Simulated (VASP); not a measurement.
The system is Tb2GeO.

```xyz
4
Lattice="1.8575 1.0724 6.1872 -1.8575 1.0724 6.1872 0.0000 -2.1448 6.1872" Properties=species:S:1:pos:R:3 pbc="T T T"
Tb    0.0000    0.0000   13.7443
Tb    0.0000    0.0000    4.8174
Ge    0.0000    0.0000    9.2808
O     0.0000    0.0000    0.0000
```

The cell was built from a structure type or drawn by symmetry, and may not be a known phase.

```yaml
Program: VASP 6.6.1
Task: relaxation of cell and atoms
Functional: PBE
Potentials_or_basis: VASP PAW PBE potentials, release 64 (Tb_3, Ge_d, O), 4f in core
Cutoff: 600 eV
k_mesh: 4 × 4 × 4
Occupations: gaussian, width 0.15 eV
Spin: no spin polarisation
```

At the start: pressure 6.8 GPa; volume 18.49 Å³/atom.

Task: Where does the relaxation end?

Result: Over 20 steps the energy falls by 82.8 meV/atom and the volume is 19.24 Å³/atom (+4.1 %); space group R-3m (No. 166, to 0.1 Å) before and after.

The path:
| step | energy change (eV) | largest force (eV/Å) | pressure (GPa) | volume (Å³) |
| --- | --- | --- | --- | --- |
| 1 | 0.0000 | 1.1722 | 6.84 | 73.95 |
| 2 | -0.0922 | 0.0289 | -4.82 | 82.72 |
| 3 | -0.1483 | 0.3991 | -1.04 | 79.17 |
| 4 | -0.1673 | 0.1612 | -0.40 | 78.39 |
| 5 | -0.1737 | 0.0662 | 0.29 | 77.70 |
| 6 | -0.1749 | 0.0827 | 1.80 | 76.32 |
| 7 | -0.1879 | 0.0858 | 1.11 | 76.72 |
| 8 | -0.2427 | 0.0316 | -0.62 | 77.88 |
| 9 | -0.2437 | 0.8068 | -2.96 | 80.01 |
| 10 | -0.2799 | 0.1312 | -1.73 | 78.71 |
| 11 | -0.2749 | 0.5738 | -2.58 | 79.55 |
| 12 | -0.2860 | 0.3034 | -2.11 | 79.05 |
| 13 | -0.2923 | 0.4610 | -1.98 | 78.94 |
| 14 | -0.2923 | 0.4672 | -1.98 | 78.93 |
| 15 | -0.3014 | 0.4319 | -1.55 | 78.48 |
| 16 | -0.3185 | 0.3258 | 0.00 | 77.13 |
| 17 | -0.3044 | 0.1093 | 3.46 | 74.47 |
| 18 | -0.3212 | 0.2666 | 0.94 | 76.37 |
| 19 | -0.3260 | 0.1863 | 0.65 | 76.52 |
| 20 | -0.3314 | 0.0481 | -0.17 | 76.97 |

Final structure:
```
Tb Ge O
1.0
     1.77668    1.02577    7.03948
    -1.77668    1.02577    7.03948
     0.00000   -2.05153    7.03948
Tb Ge O
2 1 1
Direct
  0.73104 0.73104 0.73104
  0.26896 0.26896 0.26896
  0.50000 0.50000 0.50000
  0.00000 0.00000 0.00000
```

Caveat: the k points lie up to 0.52 Å⁻¹ apart in the final cell, too coarse for converged energies and pressures of a metal; the run has no spin polarisation, though such a crystal can be magnetic; the relaxation stopped at a loose force limit of 0.08 eV/Å, so its end isn't a converged minimum.
